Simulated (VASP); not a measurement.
# EuO (Fm-3m) in VASP: notebook, part 2 of 2

VASP 6.6.1. The steps go on from the part before.

**3. Relaxation of cell and atoms, PBE+U, collinear spin, ferromagnetic start (16.16 Å³/atom)**

POSCAR

```
EuO
1.0
    0.0000000000      2.5283492041      2.5283492041
    2.5283492041      0.0000000000      2.5283492041
    2.5283492041      2.5283492041      0.0000000000
Eu O
1 1
Direct
    0.0000000000      0.0000000000      0.0000000000
    0.5000000000      0.5000000000      0.5000000000
```

INCAR.step1

```
GGA = PE ; ISPIN = 2
MAGMOM = 7 0 ; LORBIT = 11
LDAU = True ; LDAUTYPE = 2
LDAUL = 3 -1 ; LDAUU = 7 0
LDAUJ = 0 0 ; ISMEAR = 0
SIGMA = 0.03 ; LWAVE = False
LCHARG = False ; NSW = 80
PREC = Accurate ; LASPH = True
LREAL = False ; ALGO = Normal
EDIFF = 1E-7 ; NELM = 200
GGA_COMPAT = False ; IBRION = 2
ISIF = 3 ; EDIFFG = -0.002
NELMIN = 4 ; ENCUT = 840
EFERMI = MIDGAP ; LMAXMIX = 6
KPAR = 2 ; POTIM = 0.5
```

INCAR.step4

```
GGA = PE ; ISPIN = 2
MAGMOM = 7 0 ; LORBIT = 11
LDAU = True ; LDAUTYPE = 2
LDAUL = 3 -1 ; LDAUU = 7 0
LDAUJ = 0 0 ; ISMEAR = 0
SIGMA = 0.03 ; LWAVE = False
LCHARG = False ; PREC = Accurate
LASPH = True ; LREAL = False
ALGO = Normal ; EDIFF = 1E-7
NELM = 200 ; GGA_COMPAT = False
ISIF = 2 ; ENCUT = 840
EFERMI = MIDGAP ; LMAXMIX = 6
KPAR = 2
```

KPOINTS

```
Automatic mesh
0
Gamma
  9 9 9
  0 0 0
```

Potentials or basis: VASP PAW PBE potentials, release 64 (Eu, O).

The run is started by

```bash
cat potpaw_PBE.64/Eu/POTCAR potpaw_PBE.64/O/POTCAR > POTCAR
cp INCAR.step1 INCAR
cp POSCAR.step1 POSCAR
mpirun -np 2 vasp_std > vasp.out
cp CONTCAR POSCAR
mpirun -np 2 vasp_std > vasp.out
cp CONTCAR POSCAR
mpirun -np 2 vasp_std > vasp.out
cp CONTCAR POSCAR
cp INCAR.step4 INCAR
mpirun -np 2 vasp_std > vasp.out
```

OUTCAR:

```text
GGA = PE
   ISPIN = 2
   LORBIT = 11
   ISMEAR = 0
   PREC = Accurate
   LASPH = True
   LREAL = False
   EDIFF = 1E-7
   NELM = 200
   ISIF = 2
   ENCUT = 840
   EFERMI = MIDGAP

 ion  position               nearest neighbor table
   1  0.000  0.000  0.000-   2 2.59   2 2.59   2 2.59   2 2.59   2 2.59   2 2.59
   2  0.500  0.500  0.500-   1 2.59   1 2.59   1 2.59   1 2.59   1 2.59   1 2.59

  LATTYP: Found a face centered cubic cell.
 ALAT       =     5.1829444282

  Lattice vectors:

 A1 = (   0.0000000000,   2.5914722141,   2.5914722141)
 A2 = (   2.5914722141,  -0.0000000000,   2.5914722141)
 A3 = (   2.5914722141,   2.5914722141,   0.0000000000)

Analysis of symmetry for initial positions (statically):
=====================================================================
 Subroutine PRICEL returns:
 Original cell was already a primitive cell.

 Routine SETGRP: Setting up the symmetry group for a
 face centered cubic supercell.

[... 738 lines left out ...]
      6       0.9728      1.00000
[... 517 lines left out ...]
     18      14.3288      0.00000
     19      14.3296      0.00000

 [... further k-points ...]

------------------------ aborting loop because EDIFF is reached ----------------------------------------

  FORCE on cell =-STRESS in cart. coord.  units (eV):
  Direction    XX          YY          ZZ          XY          YZ          ZX
  --------------------------------------------------------------------------------------
  -------------------------------------------------------------------------------------
  Total        0.0023973      0.0023973      0.0023973     -0.0000000      0.0000000      0.0000000
  in kB        0.1103488      0.1103488      0.1103488     -0.0000000      0.0000000      0.0000000
  external PRESSURE =       0.1103488 kB  Pullay stress =       0.0000000 kB

 VOLUME and BASIS-vectors are now :
 -----------------------------------------------------------------------------
  energy-cutoff  :      840.00
  volume of cell :       34.81
      direct lattice vectors                 reciprocal lattice vectors
     0.000000000  2.591472214  2.591472214    -0.192940521  0.192940521  0.192940521
     2.591472214 -0.000000000  2.591472214     0.192940521 -0.192940521  0.192940521
     2.591472214  2.591472214  0.000000000     0.192940521  0.192940521 -0.192940521

 POSITION                                       TOTAL-FORCE (eV/Angst)
 -----------------------------------------------------------------------------------
      0.00000      0.00000      0.00000        -0.000000     -0.000000      0.000000
      2.59147      2.59147      2.59147         0.000000      0.000000     -0.000000
 -----------------------------------------------------------------------------------
    total drift:                                0.000000      0.000000      0.000000

  FREE ENERGIE OF THE ION-ELECTRON SYSTEM (eV)
  ---------------------------------------------------
  free  energy   TOTEN  =       -21.0464772846 eV

  energy  without entropy=      -21.0464772846  energy(sigma->0) =      -21.04647728

 total charge

# of ion       s       p       d       f       tot
--------------------------------------------------
    1        2.032   5.806   0.282   6.839  14.959
    2        1.550   3.402   0.000   0.000   4.952
--------------------------------------------------
tot          3.582   9.208   0.282   6.839  19.911

 magnetization (x)

# of ion       s       p       d       f       tot
--------------------------------------------------
    1       -0.015  -0.113   0.060   6.810   6.742
    2       -0.004  -0.085   0.000   0.000  -0.090
--------------------------------------------------
tot         -0.019  -0.198   0.060   6.810   6.652
```

OUTCAR.step1:

```text
GGA = PE
   ISPIN = 2
   LORBIT = 11
   ISMEAR = 0
   NSW = 80
   PREC = Accurate
   LASPH = True
   LREAL = False
   EDIFF = 1E-7
[... 1522 lines left out ...]
--------------------------------------------------
    1        2.032   5.806   0.282   6.839  14.960
    2        1.550   3.403   0.000   0.000   4.953
--------------------------------------------------
tot          3.582   9.208   0.282   6.839  19.912

 magnetization (x)

# of ion       s       p       d       f       tot
--------------------------------------------------
    1       -0.015  -0.113   0.060   6.810   6.742
    2       -0.004  -0.085   0.000   0.000  -0.090
--------------------------------------------------
tot         -0.019  -0.198   0.060   6.810   6.652
```

Wall time 9.1 min (2 MPI ranks of AMD EPYC 9R45 (Zen 5), shared host); peak memory 0.3 GiB.

Results:

```yaml
Free_energy: -21.0465 eV
Relaxed_volume: 17.40 Å³/atom
Relaxed_cell: a = 3.665 Å, b = 3.665 Å, c = 3.665 Å, α = 60.00°, β = 60.00°, γ = 60.00°
Space_group_after_relaxing_to_0.1_Å: Fm-3m (No. 225)
Energy_gained_by_relaxing: 27.4 meV/atom
Ionic_steps: 27
Pressure_after_relaxing: 0.0 GPa
Band_gap_on_the_k_mesh: 0.46 eV (least direct gap 0.65 eV)
Net_moment: 7.00 μB per cell
Site_moments: Eu +6.74; O -0.09 μB
Valence_electrons_inside_the_program's_atomic_spheres: Eu 14.96; O 4.95
```

The path:
| step | energy change (eV) | largest force (eV/Å) | pressure (GPa) | volume (Å³) |
| --- | --- | --- | --- | --- |
| 1 | 0.0000 | 0.0000 | 7.42 | 32.33 |
| 2 | -0.0438 | 0.0000 | -2.60 | 35.95 |
| 3 | -0.0535 | 0.0000 | -0.02 | 34.79 |
| 4 | -0.0535 | 0.0000 | 0.15 | 34.74 |
| 5 | -0.0535 | 0.0000 | 0.15 | 34.74 |
| 6 | -0.0535 | 0.0000 | 0.19 | 34.75 |
| 7 | -0.0535 | 0.0000 | 0.13 | 34.75 |
| 8 | -0.0535 | 0.0000 | 0.12 | 34.75 |
| 9 | -0.0535 | 0.0000 | 0.12 | 34.75 |
| 10 | -0.0535 | 0.0000 | 0.13 | 34.75 |
| 11 | -0.0535 | 0.0000 | 0.13 | 34.75 |
| 12 | -0.0535 | 0.0000 | 0.14 | 34.75 |
| 13 | -0.0535 | 0.0000 | 0.15 | 34.75 |
| 14 | -0.0535 | 0.0000 | 0.18 | 34.76 |
| 15 | -0.0535 | 0.0000 | 0.00 | 34.77 |
| 16 | -0.0547 | 0.0000 | 0.10 | 34.77 |
| 17 | -0.0547 | 0.0000 | -0.02 | 34.82 |
| 18 | -0.0547 | 0.0000 | 0.06 | 34.81 |
| 19 | -0.0547 | 0.0000 | 0.04 | 34.82 |
| 20 | -0.0547 | 0.0000 | -0.02 | 34.82 |
| 21 | -0.0547 | 0.0000 | -0.03 | 34.82 |
| 22 | -0.0547 | 0.0000 | 0.11 | 34.81 |
| 23 | -0.0547 | 0.0000 | -0.08 | 34.82 |
| 24 | -0.0547 | 0.0000 | -0.08 | 34.81 |
| 25 | -0.0547 | 0.0000 | -0.06 | 34.81 |
| 26 | -0.0547 | 0.0000 | -0.03 | 34.81 |
| 27 | -0.0547 | 0.0000 | -0.01 | 34.81 |

Final structure:
```xyz
2
Lattice="0.0000 2.5915 2.5915 2.5915 0.0000 2.5915 2.5915 2.5915 0.0000" Properties=species:S:1:pos:R:3 pbc="T T T"
Eu    0.0000    0.0000    0.0000
O     2.5915    2.5915    2.5915
```

Caveat: spin-orbit coupling is left out, which moves the levels of the heavy elements; an odd mesh through Γ misses points on the zone boundary, where band edges can lie; a cell with one magnetic atom can't hold antiferromagnetic order, which such compounds often take. PBE usually gives volumes a little too large and moduli too small.
